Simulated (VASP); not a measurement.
# Ti5C (P6/mmm) in VASP: notebook, part 2 of 2

VASP 6.6.1.

## Step 3: Single point, PBE

This run uses another cell than the first one, of 24.44 Å³/atom.

The input, INCAR:

```
PREC = Accurate ; ENCUT = 520
EDIFF = 1E-6 ; ISMEAR = 0
SIGMA = 0.1 ; LREAL = F
LASPH = T ; NELM = 60
ALGO = Normal ; ISIF = 2
LWAVE = F ; LCHARG = T
GGA = PE ; LELF = T
LVHAR = T ; NBANDS = 41
```

The input, KPOINTS:

```
regular mesh
0
Gamma
  12 12 6
```

The input, POSCAR:

```
Ti5C
1.0
    4.7907036431      0.0000000000      0.0000000000
   -2.3953518215      4.1488710569      0.0000000000
    0.0000000000      0.0000000000      7.3788845731
Ti C
5 1
Direct
    0.0000000000      0.0000000000      0.2586003115
    0.0000000000      0.0000000000      0.7413996885
    0.5000000000      0.0000000000      0.0000000000
    0.0000000000      0.5000000000      0.0000000000
    0.5000000000      0.5000000000      0.0000000000
    0.0000000000      0.0000000000      0.0000000000
```

Potentials or basis: VASP PAW PBE potentials, release 64 (Ti_sv, C).

Started as:

```console
$ cat potpaw_PBE.64/Ti_sv/POTCAR potpaw_PBE.64/C/POTCAR > POTCAR
$ mpirun -np 1 vasp_std > vasp.out
```

OUTCAR:

```text
PREC = Accurate
   ENCUT = 520
   EDIFF = 1E-6
   ISMEAR = 0
   LREAL = F
   LASPH = T
   NELM = 60
   ISIF = 2
   GGA = PE

 ion  position               nearest neighbor table
   1  0.000  0.000  0.259-   6 1.91
   2  0.000  0.000  0.741-   6 1.91
   3  0.500  0.000  0.000-   5 2.40   5 2.40   6 2.40   6 2.40   4 2.40   4 2.40
   4  0.000  0.500  0.000-   6 2.40   6 2.40   5 2.40   5 2.40   3 2.40   3 2.40
   5  0.500  0.500  0.000-   3 2.40   3 2.40   4 2.40   4 2.40   6 2.40   6 2.40
   6  0.000  0.000  0.000-   1 1.91   2 1.91   4 2.40   4 2.40   3 2.40   3 2.40   5 2.40   5 2.40

  LATTYP: Found a hexagonal cell.
 ALAT       =     4.7907036431
 C/A-ratio  =     1.5402506861

  Lattice vectors:

 A1 = (   4.7907036431,   0.0000000000,   0.0000000000)
 A2 = (  -2.3953518215,   4.1488710569,   0.0000000000)
 A3 = (   0.0000000000,   0.0000000000,   7.3788845731)

Analysis of symmetry for initial positions (statically):
=====================================================================
 Subroutine PRICEL returns:
 Original cell was already a primitive cell.

 Routine SETGRP: Setting up the symmetry group for a
 hexagonal supercell.

 Subroutine GETGRP returns: Found 24 space group operations
 (whereof 24 operations were pure point group operations)
 out of a pool of 24 trial point group operations.

The static configuration has the point symmetry D_6h.

Analysis of symmetry for dynamics (positions and initial velocities):
=====================================================================
 Subroutine PRICEL returns:
 Original cell was already a primitive cell.

 Routine SETGRP: Setting up the symmetry group for a
 hexagonal supercell.

 Subroutine GETGRP returns: Found 24 space group operations
 (whereof 24 operations were pure point group operations)
 out of a pool of 24 trial point group operations.

The dynamic configuration has the point symmetry D_6h.

 Subroutine INISYM returns: Found 24 space group operations
 (whereof 24 operations are pure point group operations),
 and found     1 'primitive' translations

----------------------------------------------------------------------------------------

                                     Primitive cell

  volume of cell :     146.6628

  direct lattice vectors                    reciprocal lattice vectors
     4.790703643  0.000000000  0.000000000     0.208737604  0.120514712  0.000000000
    -2.395351821  4.148871057  0.000000000     0.000000000  0.241029424  0.000000000
     0.000000000  0.000000000  7.378884573     0.000000000  0.000000000  0.135521838

  length of vectors
     4.790703643  4.790703643  7.378884573     0.241029424  0.241029424  0.135521838

  position of ions in fractional coordinates (direct lattice)
     0.000000000  0.000000000  0.258600311
     0.000000000  0.000000000  0.741399689
     0.500000000  0.000000000  0.000000000
     0.000000000  0.500000000  0.000000000
     0.500000000  0.500000000  0.000000000
     0.000000000  0.000000000  0.000000000

  ion indices of the primitive-cell ions
   primitive index   ion index
                 1           1
                 2           2
                 3           3
                 4           4
[... 22 lines left out ...]
     0.000000000  0.000000000  0.000000000

 Subroutine IBZKPT returns following result:
 ===========================================

 Found     76 irreducible k-points:

 Following reciprocal coordinates:
            Coordinates               Weight
  0.000000  0.000000  0.000000      1.000000
  0.083333  0.000000  0.000000      6.000000
  0.166667 -0.000000  0.000000      6.000000
  0.250000  0.000000  0.000000      6.000000
  0.333333 -0.000000  0.000000      6.000000
  0.416667  0.000000  0.000000      6.000000
[... 16 lines left out ...]
  0.250000  0.000000  0.166667     12.000000
  0.333333 -0.000000  0.166667     12.000000
 [... further k-points ...]
   k-points           NKPTS =     76   k-points in BZ     NKDIM =     76   number of bands    NBANDS=     41
   number of dos      NEDOS =    301   number of ions     NIONS =      6
   total plane-waves  NPLWV =  72576
   dimension x,y,z NGX =    36 NGY =   36 NGZ =   56
   dimension x,y,z NGXF=    72 NGYF=   72 NGZF=  112
   ions per type =               5   1
   NGX,Y,Z   is equivalent  to a cutoff of  12.49, 12.49, 12.62 a.u.
   NGXF,Y,Z  is equivalent  to a cutoff of  24.99, 24.99, 25.23 a.u.
 SYSTEM =  unknown system
   PREC   = accura    normal or accurate (medium, high low for compatibility)
   ISTART =      0    job   : 0-new  1-cont  2-samecut
   ICHARG =      2    charge: 1-file 2-atom 10-const
   ISPIN  =      1    spin polarized calculation?
   LNONCOLLINEAR =      F non collinear calculations
   LSORBIT =      F    spin-orbit coupling
   LASPH  =      T    aspherical Exc in radial PAW
   ENCUT  =  520.0 eV  38.22 Ry    6.18 a.u.   8.91  8.91 13.72*2*pi/ulx,y,z
   NELM   =     60;   NELMIN=  2; NELMDL= -5     # of ELM steps
   EDIFF  = 0.1E-05   stopping-criterion for ELM
   LREAL  =      F    real-space projection
   EDIFFG = 0.1E-04   stopping-criterion for IOM
   NSW    =      0    number of steps for IOM
   IBRION =     -1    ionic relax: 0-MD 1-quasi-New 2-CG
   NFREE  =      0    steps in history (QN), initial steepest desc. (CG)
   ISIF   =      2    stress and relaxation
   ISYM   =      2    0-nonsym 1-usesym 2-fastsym
   POTIM  = 0.5000    time-step for ionic-motion
   TEBEG  =    0.0;   TEEND  =   0.0 temperature during run
   PSTRESS=    0.0 pullay stress
   NELECT =      64.0000    total number of electrons
   NUPDOWN=      -1.0000    fix difference up-down
   EMIN   =  10.00;   EMAX   =-10.00  energy-range for DOS
   EFERMI =   0.00;   METHOD = LEGACY
   ISMEAR =     0;   SIGMA  =   0.10  broadening in eV -4-tet -1-fermi 0-gaus
   EFERMI_NEDOS =   21; number of points for ismear=-14 and -15
   IALGO  =     38    algorithm
   IMIX   =      4    mixing-type and parameters
     AMIX     =   0.40;   BMIX     =  1.00
     AMIX_MAG =   1.60;   BMIX_MAG =  1.00
  volume/ion in A,a.u.               =      24.44       164.95
  Fermi-wavevector in a.u.,A,eV,Ry     =   1.241733  2.346535 20.978829  1.541900
  Thomas-Fermi vector in A             =   2.376118
   LORBIT       =      0    0 simple, 1 ext, 2 COOP (PROOUT), +10 PAW based schemes
   GGA     = PE    functional components
   LHFCALC =     F    Hartree Fock is set to
   AEXX    =    0.0000 exact exchange contribution
   IVDW    =     0    specifies the selected vdW correction
   LEPSILON=     F    determine dielectric tensor
   LRPA    =     F    only Hartree local field effects (RPA)
 non-spin polarized calculation
 Gauss-broadening in eV      SIGMA  =   0.10
  energy-cutoff  :      520.00
  volume of cell :      146.66
 maximum number of plane-waves:      3979
 NGX is ok and might be reduce to    36
   NGX = 17   NGY = 17   NGZ = 27

 number of electron      63.9999995 magnetization

 Free energy of the ion-electron system (eV)
  ---------------------------------------------------
  ext. energy  EPLUGINS =         0.00000000
  ---------------------------------------------------
  free energy    TOTEN  =       -42.61059540 eV

  energy without entropy =      -42.57210236  energy(sigma->0) =      -42.59134888

 E-fermi :   4.0007     XC(G=0):  -8.8599

 val. band max:        3.9981297446   @ k =   0.3333   0.3333   0.1667
 cond. band min:       4.0018002965   @ k =   0.3333   0.3333   0.0000
 fundamental gap:      0.0036705519
 Fermi energy:         4.0007330516

 k-point     1 :       0.0000    0.0000    0.0000
  band No.  band energies     occupation
      1     -53.2679      2.00000
      2     -53.2654      2.00000
      3     -52.3896      2.00000
      4     -51.9008      2.00000
      5     -51.9008      2.00000
      6     -29.8708      2.00000
[... 1045 lines left out ...]
     40       5.6535      0.00000
     41       5.6612      0.00000

 [... further k-points ...]
[... 5 lines left out ...]
  --------------------------------------------------------------------------------------
  -------------------------------------------------------------------------------------
  Total        0.0585266      0.0585266      0.0378135      0.0000000     -0.0000000     -0.0000000
  in kB        0.6393579      0.6393579      0.4130832      0.0000000     -0.0000000     -0.0000000
  external PRESSURE =       0.5639330 kB  Pullay stress =       0.0000000 kB

 VOLUME and BASIS-vectors are now :
 -----------------------------------------------------------------------------
  energy-cutoff  :      520.00
  volume of cell :      146.66
      direct lattice vectors                 reciprocal lattice vectors
     4.790703643  0.000000000  0.000000000     0.208737604  0.120514712  0.000000000
    -2.395351821  4.148871057  0.000000000     0.000000000  0.241029424  0.000000000
     0.000000000  0.000000000  7.378884573     0.000000000  0.000000000  0.135521838

 POSITION                                       TOTAL-FORCE (eV/Angst)
 -----------------------------------------------------------------------------------
      0.00000      0.00000      1.90818         0.000000      0.000000      0.008907
      0.00000      0.00000      5.47070        -0.000000     -0.000000     -0.008907
      2.39535      0.00000      0.00000         0.000000      0.000000      0.000000
     -1.19768      2.07444      0.00000         0.000000      0.000000      0.000000
      1.19768      2.07444      0.00000         0.000000      0.000000      0.000000
      0.00000      0.00000      0.00000         0.000000      0.000000      0.000000
 -----------------------------------------------------------------------------------
    total drift:                                0.000000      0.000000     -0.000000

  FREE ENERGIE OF THE ION-ELECTRON SYSTEM (eV)
  ---------------------------------------------------
  free  energy   TOTEN  =       -42.6105953982 eV

  energy  without entropy=      -42.5721023615  energy(sigma->0) =      -42.59134888
```

stdout:

```text
POSCAR found type information on POSCAR TiC
 POSCAR found :  2 types and       6 ions
 scaLAPACK will be used
 LDA part: xc-table for (Slater+PW92), standard interpolation
 POSCAR, INCAR and KPOINTS ok, starting setup
 FFT: planning ... GRIDC
 FFT: planning ... GRID_SOFT
 FFT: planning ... GRID
 WAVECAR not read
 entering main loop
```

It took 7 min on 1 thread of Intel Xeon Platinum 8559C (Emerald Rapids), shared host; peak memory 0.47 GiB.

Results:

| Item | Value |
| --- | --- |
| Free energy | -42.6106 eV |
| Pressure | 0.1 GPa |
| Largest force | 0.009 eV/Å |
| Band gap on the k mesh | zero (bands 32 and 33 overlap by 0.67 eV) |

Forces on the atoms (eV/Å):
```
Ti   0.000  0.000  0.009
Ti   0.000  0.000 -0.009
Ti   0.000  0.000  0.000
Ti   0.000  0.000  0.000
Ti   0.000  0.000  0.000
C    0.000  0.000  0.000
```

Levels at points of the mesh, in eV from the Fermi level:
| k point | band 30 | band 31 | band 32 | band 33 | band 34 | band 35 |
| --- | --- | --- | --- | --- | --- | --- |
| (0.00, 0.00, 0.00) | -1.26 | -0.99 | -0.99 | -0.45 | 0.32 | 0.32 |
| (0.50, 0.00, 0.00) | -0.37 | -0.28 | 0.07 | 0.34 | 0.34 | 0.38 |
| (0.00, 0.00, 0.50) | -1.41 | -1.03 | -1.03 | 0.39 | 0.39 | 0.41 |
| (0.50, 0.00, 0.50) | -0.37 | -0.35 | 0.06 | 0.31 | 0.41 | 0.59 |
